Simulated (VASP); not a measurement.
**C: electric field gradients with PBEsol**

Crystal: C.

```
C
1.0
     0.00000    2.16872    3.41366
     1.25208    0.00000    3.41366
     1.25208    2.16872    0.00000
C
2
Direct
  0.16667 0.83333 0.16667
  0.83333 0.16667 0.83333
```

| Quantity | Value |
| --- | --- |
| Program | VASP 6.6.1 |
| Task | electric field gradients |
| Functional | PBEsol |
| Potentials or basis | VASP PAW PBE potentials, release 64 (C) |
| Cutoff | 520 eV |
| k mesh | 18 × 18 × 18 |
| Occupations | fermi-dirac, width 0.05 eV |
| Spin | no spin polarisation |
| Dipole correction | no |
| Further INCAR settings | ALGO = Normal; EDIFF = 1e-08; NBANDS = 11 |

The pressure is -13.0 GPa, the largest force is 0.004 eV/Å and the largest electric field gradient by atom is C +28.6 V/Å².

Forces on the atoms (eV/Å):
```
C    0.000  0.004  0.000
C    0.000 -0.004  0.000
```

Stress tensor (GPa, compression positive):
```
-19.90   0.00   0.00
  0.00 -20.34   0.00
  0.00   0.00   1.18
```

Electric field gradients, principal values (V/Å²):
```csv
atom,least,middle,greatest (by size)
1 C,-14.273,-14.311,28.584
2 C,-14.273,-14.311,28.584
```

Wall time 110 s on 1 thread of Intel(R) Xeon(R) 6975P-C (Granite Rapids), with other jobs on the host, peak memory 0.25 GiB.

Caveat: the cell stands under tension; this functional lacks dispersion, which binds the layers, so the pressure and a relaxed spacing across them are unreliable; without QUAD_EFG the Cq values of the log hold for a quadrupole moment of 1 mb, not for the nuclei; the PAW data sets were made with another functional, which shifts forces and pressure a little.
